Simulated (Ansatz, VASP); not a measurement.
## CoO in VASP and in Ansatz

INCAR

```
PREC = Accurate
ENCUT = 520
EDIFF = 1E-7
ISMEAR = -1
SIGMA = 0.05
LREAL = False
LASPH = True
NELM = 150
ALGO = Normal
ISIF = 2
LWAVE = False
LCHARG = False
ISPIN = 2
MAGMOM = 2 0
LORBIT = 11
LMAXMIX = 4
GGA = PE
NBANDS = 18
```

The input KPOINTS:

```
regular mesh
0
Gamma
  11 11 10
```

Contents of POSCAR:

```
CoO
1.0
    2.8094665421      0.0000000000      0.0000000000
   -1.4047382375      2.4330698402      0.0000000000
    0.0000000000      0.0000000000      2.7034528724
Co O
1 1
Direct
    0.0000000000      0.0000000000      0.5000000000
    0.6666700000      0.3333300000      0.0000000000
```

The input input.yaml:

```yaml
crystal:
  lattice:
    - [2.8094665421, 0.0, 0.0]
    - [-1.4047382375, 2.4330698402, 0.0]
    - [0.0, 0.0, 2.7034528724]
  atoms:
    - { symbol: Co, position: [0.0, 0.0, 0.5], spin: 2.0 }
    - { symbol: O, position: [0.66667, 0.33333, 0.0] }
hamiltonian:
  xc: pbe
  pseudopotentials: { kind: paw }
magnetization:
  spin_polarized: true
kpoints:
  mp_grid: { grid: [11, 11, 10] }
scf:
  occupations: { method: fermi_dirac, width: 0.05 }
output:
  forces: true
  stress: true
  eigenvalues: true
  write_density: true
  write_potential: true
  elf: true
  volumetric_format: npy
```

Alike in both runs: task single point; functional PBE; k mesh 11 × 11 × 10; occupations fermi-dirac, width 0.05 eV; collinear spin.

|  | VASP | Ansatz |
| --- | --- | --- |
| version | VASP 6.6.1 | Ansatz 0.2.0 |
| potentials or method | VASP PAW PBE potentials, release 64 (Co, O) | Ansatz PAW |
| plane-wave cutoff (eV) | 520 | 420 |
| valence electrons in the cell | 15 | 23 |

|  | VASP | Ansatz | Ansatz less VASP |
| --- | --- | --- | --- |
| gap on the k mesh at the Fermi level (eV) | none | none | - |
| pressure (GPa) | 3.7 | 4.1 | +0.37 |
| traceless stress, the component that is largest in VASP (GPa) | 0.40 | 0.70 | +0.305 |
| net moment per atom (μB) | 1.50 | 1.50 | 0.000 |
| size of the moment on the site where the two differ most (μB) | 2.54 | 2.50 | -0.046 |

Site moments also hang on the region over which each program counts them. A gap of «none» marks a metal or a gap that the smearing closes. VASP's potentials hold 15 valence electrons a cell and Ansatz's 23, so a difference there can come from the potentials and not from the codes.
